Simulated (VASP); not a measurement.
Crystal: SiC (Moissanite).

```
Si C
1.0
     3.07600    0.00000    0.00000
    -1.53800    2.66389    0.00000
     0.00000    0.00000    5.04800
Si C
2 2
Direct
  0.33333 0.66667 0.00000
  0.66667 0.33333 0.50000
  0.33333 0.66667 0.38500
  0.66667 0.33333 0.88500
```

* Program: VASP 6.6.1
* Task: relaxation of cell and atoms
* Functional: PBE
* Potentials or basis: VASP PAW PBE potentials, release 64 (Si, C)
* Cutoff: 600 eV
* k mesh: 12 × 12 × 6
* Occupations: fermi-dirac, width 0.02 eV
* Spin: no spin polarisation

At the start: pressure 3.5 GPa; volume 10.34 Å³/atom.

**Question.** How do energy, volume and symmetry change on relaxing?

**Answer.** Over 7 steps the energy falls by 10.6 meV/atom and the volume is 10.49 Å³/atom (+1.5 %); space group P6_3mc (No. 186, to 0.05 Å).

The path:
```
step  energy change (eV)  largest force (eV/Å)  pressure (GPa)  volume (Å³)
   1              0.0000                0.7525            3.50        41.36
   2             -0.0031                0.6270           -3.42        42.73
   3             -0.0391                0.0837           -0.45        42.06
   4             -0.0422                0.0253            0.06        41.97
   5             -0.0422                0.0122            0.00        41.98
   6             -0.0422                0.0112            0.00        41.98
   7             -0.0422                0.0003            0.00        41.98
```

Final structure:
```
Si C
1.0
     3.09107    0.00000    0.00000
    -1.54554    2.67695    0.00000
     0.00000    0.00000    5.07300
Si C
2 2
Direct
  0.33333 0.66667 0.00458
  0.66667 0.33333 0.50458
  0.33333 0.66667 0.38042
  0.66667 0.33333 0.88042
```
